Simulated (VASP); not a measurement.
Crystal: BeTe2.

```xyz
12
Lattice="6.6200 0.0000 0.0000 0.0000 6.6200 0.0000 0.0000 0.0000 6.6200" Properties=species:S:1:pos:R:3 pbc="T T T"
Be    0.0000    0.0000    0.0000
Be    3.3100    0.0000    3.3100
Be    3.3100    3.3100    0.0000
Be    0.0000    3.3100    3.3100
Te    5.8256    0.7944    4.1044
Te    0.7944    5.8256    2.5156
Te    0.7944    4.1044    5.8256
Te    5.8256    2.5156    0.7944
Te    4.1044    5.8256    0.7944
Te    2.5156    0.7944    5.8256
Te    4.1044    4.1044    4.1044
Te    2.5156    2.5156    2.5156
```

| Property | Result |
| --- | --- |
| Program | VASP 6.6.1 |
| Task | relaxation of cell and atoms |
| Functional | PBE |
| Potentials or basis | VASP PAW PBE potentials, release 64 (Be, Te) |
| Cutoff | 600 eV |
| k mesh | 3 × 3 × 3 |
| Occupations | gaussian, width 0.2 eV |
| Spin | no spin polarisation |

At the start: pressure -1.2 GPa; volume 24.18 Å³/atom.

**Question.** Where does the relaxation end?

**Answer.** Over 4 steps the energy falls by 9.3 meV/atom and the volume is 23.28 Å³/atom (-3.7 %); space group Pa-3 (No. 205, to 0.1 Å) before and after.

Step by step:
| step | energy change (eV) | largest force (eV/Å) | pressure (GPa) | volume (Å³) |
| --- | --- | --- | --- | --- |
| 1 | 0.0000 | 0.3943 | -1.23 | 290.12 |
| 2 | -0.0840 | 0.2676 | -0.16 | 282.42 |
| 3 | -0.0996 | 0.1854 | 0.68 | 277.27 |
| 4 | -0.1111 | 0.0508 | -0.17 | 279.40 |

Final structure:
```
Be Te
1.0
     6.53744    0.00000    0.00000
     0.00000    6.53744    0.00000
     0.00000    0.00000    6.53744
Be Te
4 8
Direct
  0.00000 0.00000 0.00000
  0.50000 0.00000 0.50000
  0.50000 0.50000 0.00000
  0.00000 0.50000 0.50000
  0.87577 0.12423 0.62423
  0.12423 0.87577 0.37577
  0.12423 0.62423 0.87577
  0.87577 0.37577 0.12423
  0.62423 0.87577 0.12423
  0.37577 0.12423 0.87577
  0.62423 0.62423 0.62423
  0.37577 0.37577 0.37577
```

Caveat: the relaxation stopped at a loose force limit of 0.08 eV/Å, so its end isn't a converged minimum.
